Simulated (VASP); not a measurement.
Set up this calculation in VASP 6.6.1, as the native input.

```
Task                   : single point
Functional             : PBE
Potentials or basis    : VASP PAW PBE potentials, release 64 (Al, In_d, As)
Cutoff                 : 520 eV
k mesh                 : 4 × 4 × 4
Occupations            : gaussian, width 0.1 eV
Spin                   : no spin polarisation
Dipole correction      : no
Further INCAR settings : ALGO = Normal; EDIFF = 1e-07; NBANDS = 41
```

The structure of AlIn3As4 lies in POSCAR:

```
AlIn3As4
1.0
   -3.0322459601      3.0322459601      6.0593823040
    3.0322459601     -3.0322459601      6.0593823040
    3.0322459601      3.0322459601     -6.0593823040
Al In As
1 3 4
Direct
    0.0000000000      0.0000000000      0.0000000000
    0.2500000000      0.7500000000      0.5000000000
    0.5000000000      0.5000000000      0.0000000000
    0.7500000000      0.2500000000      0.5000000000
    0.1171518790      0.1171518790      0.4734446552
    0.3562927762      0.8828481210      0.0000000000
    0.6437072238      0.6437072238      0.5265553448
    0.8828481210      0.3562927762      0.0000000000
```

One way to write it, as run:

INCAR

```
PREC     = Accurate       # precision mode
ENCUT    = 520            # plane-wave cutoff, eV
EDIFF    = 1E-7           # SCF threshold, eV
ISMEAR   = 0              # smearing method
SIGMA    = 0.1            # smearing width, eV
LREAL    = F              # projectors in reciprocal space
LASPH    = T              # aspherical terms in the spheres
NELM     = 80             # most SCF steps
ALGO     = Normal         # electronic algorithm
ISIF     = 2              # what is computed and relaxed
LWAVE    = F              # write WAVECAR
LCHARG   = F              # write CHGCAR
GGA      = PE             # functional
NBANDS   = 41             # bands
```

KPOINTS

```
Automatic mesh
0
Gamma
  4 4 4
```

Potentials or basis: VASP PAW PBE potentials, release 64 (Al, In_d, As).

Run with:

```console
$ cat potpaw_PBE.64/Al/POTCAR potpaw_PBE.64/In_d/POTCAR potpaw_PBE.64/As/POTCAR > POTCAR
$ mpirun -np 1 vasp_std > vasp.out
```

It gave:

| Item | Value |
| --- | --- |
| Pressure | 0.1 GPa |
| Largest force | 0.004 eV/Å |

Caveat: the k points lie up to 0.37 Å⁻¹ apart.

Wall time 2.4 min on 1 thread of Intel(R) Xeon(R) Platinum 8488C (Sapphire Rapids) (shared host), peak memory 0.46 GiB.
